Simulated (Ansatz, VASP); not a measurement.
## One calculation of ZrB, two programs

```xyz
2
Lattice="0.0000 2.4154 2.4154 2.4717 0.0000 2.4154 2.4717 2.4154 0.0000" Properties=species:S:1:pos:R:3 pbc="T T T"
Zr    0.0000    0.0000    0.0000
B     2.4717    2.4154    2.4154
```

Change from the starting cell: normal strain along x +0.0233, normal strain along z +0.0000.

Alike in both runs: task single point; functional LDA; k mesh 16 × 16 × 16; occupations gaussian, width 0.15 eV; no spin polarisation.

```csv
,VASP,Ansatz
version,VASP 6.6.1,Ansatz 0.2.0
potentials or method,"VASP PAW LDA potentials, release 64 (Zr_sv, B), cutoff 520 eV","scalar-relativistic, plane waves, PAW"
valence electrons in the cell,15,15
```

|  | VASP | Ansatz | Ansatz less VASP |
| --- | --- | --- | --- |
| gap on the k mesh at the Fermi level (eV) | none | none | - |
| pressure (GPa) | -3.4 | -3.7 | -0.31 |
| traceless stress, the component that is largest in VASP (GPa) | -4.67 | -4.65 | +0.025 |

LDA's correlation is that of Perdew and Zunger in VASP and of Perdew and Wang (1992) in Ansatz. A gap of «none» marks a metal or a gap that the smearing closes.
